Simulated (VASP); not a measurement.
Crystal: MgZr2O2.

```
CELL_PARAMETERS angstrom
4.34585 0.00000 0.00000
0.00000 4.34585 0.00000
0.00000 0.00000 3.70771
ATOMIC_POSITIONS crystal
Mg 0.50000 0.50000 0.05604
Zr 0.50000 0.00000 0.69482
Zr 0.00000 0.50000 0.69482
O 0.50000 0.00000 0.16866
O 0.00000 0.50000 0.16866
```

| Property | Result |
| --- | --- |
| Program | VASP 6.6.1 |
| Task | relaxation of cell and atoms |
| Functional | PBE |
| Potentials or basis | VASP PAW PBE potentials, release 64 (Mg, Zr_sv, O) |
| Cutoff | 600 eV |
| k mesh | 4 × 4 × 6 |
| Occupations | gaussian, width 0.1 eV |
| Spin | no spin polarisation |

At the start: pressure 60.8 GPa; volume 14.01 Å³/atom.

Problem. How do energy, volume and symmetry change on relaxing?

Solution. Over 15 steps the energy falls by 1001.0 meV/atom and the volume is 16.61 Å³/atom (+18.6 %); space group P4/mmm (No. 123, to 0.05 Å).

The path:
| step | energy change (eV) | largest force (eV/Å) | pressure (GPa) | volume (Å³) |
| --- | --- | --- | --- | --- |
| 1 | 0.0000 | 6.6729 | 60.79 | 70.03 |
| 2 | 0.9734 | 3.9433 | -23.48 | 132.86 |
| 3 | -4.1711 | 1.5236 | -7.68 | 92.47 |
| 4 | -4.3126 | 1.6802 | -5.09 | 90.03 |
| 5 | -4.4195 | 2.0530 | 1.88 | 85.11 |
| 6 | -4.4222 | 1.9807 | 0.45 | 85.98 |
| 7 | -4.4225 | 2.0087 | 0.99 | 85.64 |
| 8 | -4.6579 | 1.4570 | -5.13 | 87.15 |
| 9 | -4.6713 | 1.2700 | -6.66 | 87.68 |
| 10 | -4.8366 | 0.9728 | -4.93 | 86.15 |
| 11 | -4.9932 | 0.3112 | 0.57 | 82.98 |
| 12 | -4.9935 | 0.3457 | 0.26 | 83.14 |
| 13 | -4.9983 | 0.2682 | 0.03 | 83.18 |
| 14 | -5.0042 | 0.0515 | -0.47 | 83.32 |
| 15 | -5.0048 | 0.0150 | 0.09 | 83.03 |

Final structure:
```cif
data_structure
_symmetry_space_group_name_H-M 'P 1'
_symmetry_Int_Tables_number 1
_cell_length_a 4.4357
_cell_length_b 4.4357
_cell_length_c 4.2199
_cell_angle_alpha 90.000
_cell_angle_beta 90.000
_cell_angle_gamma 90.000
_cell_volume 83.03
loop_
_atom_site_label
_atom_site_type_symbol
_atom_site_fract_x
_atom_site_fract_y
_atom_site_fract_z
_atom_site_occupancy
Mg1 Mg 0.50000 0.50000 0.15614 1
Zr1 Zr 0.50000 0.00000 0.65648 1
Zr2 Zr 0.00000 0.50000 0.65648 1
O1 O 0.50000 0.00000 0.15695 1
O2 O 0.00000 0.50000 0.15695 1
```

Caveat: the k points lie up to 0.35 Å⁻¹ apart in the final cell; the volume moved by over 15 % at a fixed basis, so the end points are rough.
